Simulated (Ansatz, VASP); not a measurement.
## Two plane-wave programs on Cs2Au

INCAR

```
SYSTEM = Cs2Au
  PREC = Accurate
  ENCUT = 600
  EDIFF = 1E-6
  ISMEAR = 0
  SIGMA = 0.1
  LREAL = .False.
  LASPH = .True.
  NELM = 60
  ALGO = Normal
  ISIF = 3
  LWAVE = .False.
  LCHARG = .False.
  GGA = PE
  IBRION = 2
  NSW = 90
  EDIFFG = -0.04
```

The input KPOINTS:

```
regular mesh
0
Gamma
  6 6 4
  0 0 0
```

POSCAR

```
Cs2Au
1.0
    4.7919823000      0.0000000000      0.0000000000
   -2.3959911500      4.1499784100      0.0000000000
    0.0000000000      0.0000000000      5.3108592500
Cs Au
2 1
Direct
    0.3333333300      0.6666666700      0.5000000000
    0.6666666700      0.3333333300      0.5000000000
    0.0000000000      0.0000000000      0.0000000000
```

Input for Ansatz:

```yaml
crystal:
  lattice:
    - [4.7919823, 0.0, 0.0]
    - [-2.39599115, 4.14997841, 0.0]
    - [0.0, 0.0, 5.31085925]
  atoms:
    - { symbol: Cs, position: [0.33333333, 0.66666667, 0.5] }
    - { symbol: Cs, position: [0.66666667, 0.33333333, 0.5] }
    - { symbol: Au, position: [0.0, 0.0, 0.0] }
basis:
  ecutwfc: 420
kpoints:
  mp_grid: { grid: [6, 6, 4] }
hamiltonian:
  xc: pbe
scf:
  occupations: { method: gaussian, width: 0.1 }
  lower_state_search: "off"
output:
  forces: true
  stress: true
  eigenvalues: true
relax:
  adjacent_minimum: "off"
  f_tol: 0.04
  max_steps: 70
  cell: { stress_tol: 0.4 }
```

Change from the starting cell: species swapped into the HfB2 type (P6/mmm, No. 191).

Alike in both runs: task relaxation of cell and atoms; functional PBE; k mesh 6 × 6 × 4; occupations gaussian, width 0.1 eV; no spin polarisation.

|  | VASP | Ansatz |
| --- | --- | --- |
| version | VASP 6.6.1 | Ansatz 0.2.0 |
| potentials or method | VASP PAW PBE potentials, release 64 (Cs_sv, Au), cutoff 600 eV | scalar-relativistic, plane waves, PAW |
| valence electrons in the cell | 29 | 37 |

|  | VASP | Ansatz | Ansatz less VASP |
| --- | --- | --- | --- |
| gap on the k mesh at the Fermi level, each at its own relaxed structure (eV) | none | none | - |
| relaxed volume (Å³/atom) | 50.02 | 46.21 | -3.813 |
| relaxed cell length with the largest relative difference (Å) | 4.303 | 4.121 | -0.1824 |

A gap of «none» marks a metal or a gap that the smearing closes. One of these differences is far larger than is usual between the two programs; its cause wasn't traced. VASP's potentials hold 29 valence electrons a cell and Ansatz's 37, so a difference there can come from the potentials and not from the codes.

Spin-orbit coupling is off throughout. Noted on VASP's run: the volume moved by over 15 % at a fixed basis, so the end points are rough.
